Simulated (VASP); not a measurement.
# Mg (R-3m) in VASP: single point with PBE

Aim: the single point of Mg with PBE.

Everything below comes from runs of VASP 6.6.1. Logs are shortened: lines on timing, memory, paths and dates and some standing lists are left out, and cuts for length are marked.

## (1) The cell of the first run

The structure is trigonal, space group R-3m (No. 166). Conventional cell: a = 4.893 Å, b = 4.893 Å, c = 3.365 Å, α = 90.00°, β = 90.00°, γ = 120.00°. Mg (site symmetry -3m) has 14 Mg at 3.04 to 3.61 Å within 4.0 Å.

## (2) Single point, PBE (strained)

INCAR

```
ALGO = Normal
EDIFF = 1E-6
ENCUT = 520
GGA = PE
ISIF = 2
ISMEAR = 0
LASPH = T
LCHARG = T
LELF = T
LREAL = F
LVHAR = T
LWAVE = F
NBANDS = 7
NELM = 80
PREC = Accurate
SIGMA = 0.1
```

KPOINTS

```
k-points
0
Gamma
  15 15 15
```

POSCAR

```
Mg
1.0
   -1.6590593819      1.8008805416      1.8008805416
    1.8008805416     -1.6590593819      1.8008805416
    1.8008805416      1.8008805416     -1.6590593819
Mg
1
Direct
    0.0000000000      0.0000000000      0.0000000000
```

Potentials or basis: VASP PAW PBE potentials, release 64 (Mg).

Command:

```bash
$ cat potpaw_PBE.64/Mg/POTCAR > POTCAR
$ mpirun -np 1 vasp_std > vasp.out
```

OUTCAR:

```text
EDIFF = 1E-6
   ENCUT = 520
   GGA = PE
   ISIF = 2
   ISMEAR = 0
   LASPH = T
   LREAL = F
   NELM = 80
   PREC = Accurate

 ion  position               nearest neighbor table
   1  0.000  0.000  0.000-

  LATTYP: Found a trigonal (rhomboedric) cell.
 ALAT       =     3.0395426437
 COS(alpha) =    -0.2957482605

  Lattice vectors:

 A1 = (  -1.6590593819,   1.8008805416,   1.8008805416)
 A2 = (   1.8008805416,  -1.6590593819,   1.8008805416)
 A3 = (   1.8008805416,   1.8008805416,  -1.6590593819)

Analysis of symmetry for initial positions (statically):
=====================================================================
 Subroutine PRICEL returns:
 Original cell was already a primitive cell.

 Routine SETGRP: Setting up the symmetry group for a
 trigonal (rhombohedral) supercell.

 Subroutine GETGRP returns: Found 12 space group operations
 (whereof 12 operations were pure point group operations)
 out of a pool of 12 trial point group operations.

The static configuration has the point symmetry D_3d.

Analysis of symmetry for dynamics (positions and initial velocities):
=====================================================================
 Subroutine PRICEL returns:
 Original cell was already a primitive cell.

 Routine SETGRP: Setting up the symmetry group for a
 trigonal (rhombohedral) supercell.

 Subroutine GETGRP returns: Found 12 space group operations
 (whereof 12 operations were pure point group operations)
 out of a pool of 12 trial point group operations.

The dynamic configuration has the point symmetry D_3d.

 Subroutine INISYM returns: Found 12 space group operations
 (whereof 12 operations are pure point group operations),
 and found     1 'primitive' translations

----------------------------------------------------------------------------------------

                                     Primitive cell

  volume of cell :      23.2564

  direct lattice vectors                    reciprocal lattice vectors
    -1.659059382  1.800880542  1.800880542    -0.021099218  0.267923142  0.267923142
     1.800880542 -1.659059382  1.800880542     0.267923142 -0.021099218  0.267923142
     1.800880542  1.800880542 -1.659059382     0.267923142  0.267923142 -0.021099218

  length of vectors
     3.039542644  3.039542644  3.039542644     0.379487545  0.379487545  0.379487545

  position of ions in fractional coordinates (direct lattice)
     0.000000000  0.000000000  0.000000000

  ion indices of the primitive-cell ions
   primitive index   ion index
                 1           1

----------------------------------------------------------------------------------------

 KPOINTS: k-points

Automatic generation of k-mesh.
 Grid dimensions read from file:
 generate k-points for:   15   15   15

 Generating k-lattice:

  Cartesian coordinates                     Fractional coordinates (reciprocal lattice)
    -0.001406615  0.017861543  0.017861543     0.066666667  0.000000000  0.000000000
     0.017861543 -0.001406615  0.017861543     0.000000000  0.066666667  0.000000000
     0.017861543  0.017861543 -0.001406615     0.000000000  0.000000000  0.066666667

  Length of vectors
     0.025299170  0.025299170  0.025299170

  Shift w.r.t. Gamma in fractional coordinates (k-lattice)
     0.000000000  0.000000000  0.000000000

 Subroutine IBZKPT returns following result:
 ===========================================

 Found    344 irreducible k-points:

 Following reciprocal coordinates:
            Coordinates               Weight
  0.000000  0.000000  0.000000      1.000000
  0.066667  0.000000  0.000000      6.000000
  0.133333  0.000000  0.000000      6.000000
  0.200000  0.000000  0.000000      6.000000
  0.266667  0.000000  0.000000      6.000000
  0.333333  0.000000  0.000000      6.000000
[... 16 lines left out ...]
  0.133333  0.133333 -0.000000      6.000000
  0.200000  0.133333  0.000000     12.000000
 [... further k-points ...]
   k-points           NKPTS =    344   k-points in BZ     NKDIM =    344   number of bands    NBANDS=      7
   number of dos      NEDOS =    301   number of ions     NIONS =      1
   total plane-waves  NPLWV =  13824
   dimension x,y,z NGX =    24 NGY =   24 NGZ =   24
   dimension x,y,z NGXF=    48 NGYF=   48 NGZF=   48
   ions per type =               1
   NGX,Y,Z   is equivalent  to a cutoff of  13.13, 13.13, 13.13 a.u.
   NGXF,Y,Z  is equivalent  to a cutoff of  26.25, 26.25, 26.25 a.u.
 SYSTEM =  unknown system
   PREC   = accura    normal or accurate (medium, high low for compatibility)
   ISTART =      0    job   : 0-new  1-cont  2-samecut
   ICHARG =      2    charge: 1-file 2-atom 10-const
   ISPIN  =      1    spin polarized calculation?
   LNONCOLLINEAR =      F non collinear calculations
   LSORBIT =      F    spin-orbit coupling
   LASPH  =      T    aspherical Exc in radial PAW
   ENCUT  =  520.0 eV  38.22 Ry    6.18 a.u.   5.65  5.65  5.65*2*pi/ulx,y,z
   NELM   =     80;   NELMIN=  2; NELMDL= -5     # of ELM steps
   EDIFF  = 0.1E-05   stopping-criterion for ELM
   LREAL  =      F    real-space projection
   EDIFFG = 0.1E-04   stopping-criterion for IOM
   NSW    =      0    number of steps for IOM
   IBRION =     -1    ionic relax: 0-MD 1-quasi-New 2-CG
   NFREE  =      0    steps in history (QN), initial steepest desc. (CG)
   ISIF   =      2    stress and relaxation
   ISYM   =      2    0-nonsym 1-usesym 2-fastsym
   POTIM  = 0.5000    time-step for ionic-motion
   TEBEG  =    0.0;   TEEND  =   0.0 temperature during run
   PSTRESS=    0.0 pullay stress
   NELECT =       2.0000    total number of electrons
   NUPDOWN=      -1.0000    fix difference up-down
   EMIN   =  10.00;   EMAX   =-10.00  energy-range for DOS
   EFERMI =   0.00;   METHOD = LEGACY
   ISMEAR =     0;   SIGMA  =   0.10  broadening in eV -4-tet -1-fermi 0-gaus
   EFERMI_NEDOS =   21; number of points for ismear=-14 and -15
   IALGO  =     38    algorithm
   IMIX   =      4    mixing-type and parameters
     AMIX     =   0.40;   BMIX     =  1.00
     AMIX_MAG =   1.60;   BMIX_MAG =  1.00
  volume/ion in A,a.u.               =      23.26       156.94
  Fermi-wavevector in a.u.,A,eV,Ry     =   0.722610  1.365534  7.104482  0.522165
  Thomas-Fermi vector in A             =   1.812616
   LORBIT       =      0    0 simple, 1 ext, 2 COOP (PROOUT), +10 PAW based schemes
   GGA     = PE    functional components
   LHFCALC =     F    Hartree Fock is set to
   AEXX    =    0.0000 exact exchange contribution
   IVDW    =     0    specifies the selected vdW correction
   LEPSILON=     F    determine dielectric tensor
   LRPA    =     F    only Hartree local field effects (RPA)
 non-spin polarized calculation
 Gauss-broadening in eV      SIGMA  =   0.10
  energy-cutoff  :      520.00
  volume of cell :       23.26
 maximum number of plane-waves:       639
   NGX = 11   NGY = 11   NGZ = 11

 number of electron       2.0000000 magnetization

 Free energy of the ion-electron system (eV)
  ---------------------------------------------------
  ext. energy  EPLUGINS =         0.00000000
  ---------------------------------------------------
  free energy    TOTEN  =        -1.44581387 eV

  energy without entropy =       -1.44337396  energy(sigma->0) =       -1.44459391

 E-fermi :   2.6182     XC(G=0):  -8.4510

 val. band max:        2.6144830933   @ k =   0.3333   0.2667   0.1333
 cond. band min:       2.6273282772   @ k =   0.3333   0.3333   0.1333
 fundamental gap:      0.0128451839
 Fermi energy:         2.6182458877

 k-point     1 :       0.0000    0.0000    0.0000
  band No.  band energies     occupation
      1      -4.3078      2.00000
      2      14.4772      0.00000
      3      14.4772      0.00000
      4      16.0160      0.00000
      5      16.2239      0.00000
      6      16.6291      0.00000
      7      16.6291      0.00000

 k-point     2 :       0.0667    0.0000    0.0000
  band No.  band energies     occupation
      1      -4.2112      2.00000
      2      13.0911      0.00000
      3      14.0960      0.00000
      4      15.1260      0.00000
      5      16.8551      0.00000
      6      16.9009      0.00000
      7      17.8551      0.00000

 k-point     3 :       0.1333    0.0000    0.0000
  band No.  band energies     occupation
      1      -3.9220      2.00000
      2      10.9549      0.00000
      3      13.4112      0.00000
      4      14.3455      0.00000
      5      16.2005      0.00000
      6      16.9152      0.00000
      7      18.4487      0.00000

 k-point     4 :       0.2000    0.0000    0.0000
  band No.  band energies     occupation
      1      -3.4417      2.00000
      2       8.8384      0.00000
      3      12.7634      0.00000
      4      13.7020      0.00000
      5      15.2525      0.00000
      6      16.3279      0.00000
      7      19.2908      0.00000

 k-point     5 :       0.2667    0.0000    0.0000
  band No.  band energies     occupation
      1      -2.7732      2.00000
      2       6.8365      0.00000
      3      12.2321      0.00000
      4      13.1989      0.00000
      5      14.4354      0.00000
      6      15.7052      0.00000
      7      20.1965      0.00000

 k-point     6 :       0.3333    0.0000    0.0000
  band No.  band energies     occupation
      1      -1.9201      2.00000
      2       4.9761      0.00000
      3      11.8356      0.00000
      4      12.8337      0.00000
      5      13.8016      0.00000
      6      15.1750      0.00000
      7      21.1691      0.00000

 k-point     7 :       0.4000    0.0000    0.0000
  band No.  band energies     occupation
      1      -0.8877      2.00000
      2       3.2699      0.00000
      3      11.5754      0.00000
      4      12.5990      0.00000
      5      13.3693      0.00000
      6      14.7930      0.00000
      7      22.0543      0.00000

 k-point     8 :       0.4667    0.0000    0.0000
  band No.  band energies     occupation
      1       0.3099      2.00000
      2       1.7350      2.00000
      3      11.4473      0.00000
      4      12.4851      0.00000
      5      13.1500      0.00000
      6      14.5932      0.00000
      7      22.6454      0.00000

 k-point     9 :       0.0667    0.0667    0.0000
  band No.  band energies     occupation
      1      -4.0337      2.00000
      2      11.9642      0.00000
      3      12.5681      0.00000
      4      14.1652      0.00000
      5      17.4739      0.00000
      6      17.5693      0.00000
      7      18.0260      0.00000

 k-point    10 :       0.1333    0.0667    0.0000
  band No.  band energies     occupation
      1      -3.6642      2.00000
      2      10.0463      0.00000
      3      11.6318      0.00000
      4      13.4514      0.00000
      5      16.6703      0.00000
      6      17.7466      0.00000
      7      18.6472      0.00000

 k-point    11 :       0.2000    0.0667   -0.0000
  band No.  band energies     occupation
      1      -3.1048      2.00000
      2       8.0173      0.00000
      3      11.0148      0.00000
      4      12.8914      0.00000
      5      15.7948      0.00000
      6      17.3691      0.00000
      7      19.0799      0.00000
[... 51 lines left out ...]
 k-point    17 :      -0.4000    0.0667    0.0000
  band No.  band energies     occupation
      1      -1.2665      2.00000
      2       4.0466      0.00000
      3      10.9726      0.00000
      4      12.8007      0.00000
      5      13.6364      0.00000
      6      15.6180      0.00000
      7      20.5668      0.00000

 k-point    18 :      -0.3333    0.0667    0.0000
  band No.  band energies     occupation
      1      -2.2231      2.00000
      2       5.8210      0.00000
      3      11.5420      0.00000
      4      13.2966      0.00000
      5      13.8867      0.00000
      6      15.8505      0.00000
      7      19.6706      0.00000

 k-point    19 :      -0.2667    0.0667   -0.0000
  band No.  band energies     occupation
      1      -2.9984      2.00000
      2       7.7469      0.00000
      3      12.2523      0.00000
      4      13.9136      0.00000
      5      14.3111      0.00000
      6      16.2086      0.00000
      7      18.8224      0.00000

 k-point    20 :      -0.2000    0.0667   -0.0000
  band No.  band energies     occupation
      1      -3.5876      2.00000
      2       9.8088      0.00000
      3      13.0733      0.00000
      4      14.5911      0.00000
      5      14.9128      0.00000
      6      16.6064      0.00000
      7      17.7869      0.00000

 k-point    21 :      -0.1333    0.0667   -0.0000
  band No.  band energies     occupation
      1      -3.9875      2.00000
      2      11.9598      0.00000
      3      13.9038      0.00000
      4      15.0033      0.00000
      5      15.7362      0.00000
      6      16.6853      0.00000
      7      17.2442      0.00000

 k-point    22 :      -0.0667    0.0667    0.0000
  band No.  band energies     occupation
      1      -4.1957      2.00000
      2      13.7977      0.00000
      3      14.1147      0.00000
      4      15.2937      0.00000
      5      16.3418      0.00000
      6      16.9063      0.00000
      7      17.1256      0.00000

 k-point    23 :       0.1333    0.1333   -0.0000
  band No.  band energies     occupation
      1      -3.2156      2.00000
      2       9.0201      0.00000
      3       9.9066      0.00000
      4      12.7933      0.00000
      5      16.8026      0.00000
      6      17.5528      0.00000
      7      19.6467      0.00000

 k-point    24 :       0.2000    0.1333    0.0000
  band No.  band energies     occupation
      1      -2.5787      2.00000
      2       7.3226      0.00000
      3       9.0887      0.00000
      4      12.2954      0.00000
      5      16.2408      0.00000
      6      17.8199      0.00000
      7      19.5651      0.00000

 [... further k-points ...]
[... 5 lines left out ...]
  --------------------------------------------------------------------------------------
  -------------------------------------------------------------------------------------
  Total       -0.0093171     -0.0093171     -0.0093171     -0.2399204     -0.2399204     -0.2399204
  in kB       -0.6418735     -0.6418735     -0.6418735    -16.5285409    -16.5285409    -16.5285409
  external PRESSURE =      -0.6418735 kB  Pullay stress =       0.0000000 kB

 VOLUME and BASIS-vectors are now :
 -----------------------------------------------------------------------------
  energy-cutoff  :      520.00
  volume of cell :       23.26
      direct lattice vectors                 reciprocal lattice vectors
    -1.659059382  1.800880542  1.800880542    -0.021099218  0.267923142  0.267923142
     1.800880542 -1.659059382  1.800880542     0.267923142 -0.021099218  0.267923142
     1.800880542  1.800880542 -1.659059382     0.267923142  0.267923142 -0.021099218

 POSITION                                       TOTAL-FORCE (eV/Angst)
 -----------------------------------------------------------------------------------
      0.00000      0.00000      0.00000         0.000000      0.000000      0.000000
 -----------------------------------------------------------------------------------
    total drift:                                0.000000      0.000000      0.000000

  FREE ENERGIE OF THE ION-ELECTRON SYSTEM (eV)
  ---------------------------------------------------
  free  energy   TOTEN  =        -1.4458138681 eV

  energy  without entropy=       -1.4433739601  energy(sigma->0) =       -1.44459391
```

Run time: 34 s. Hardware: 1 thread of AMD EPYC 7R13 (Zen 3), shared host; peak memory 0.15 GiB.

Results:

- Free energy: -1.4458 eV
- Pressure: -0.1 GPa
- Band gap on the k mesh: zero (band 1 reaches 5.32 eV, above the bottom of band 2 at 1.28 eV)

Caveat: the cell differs from its parent crystal (strained).
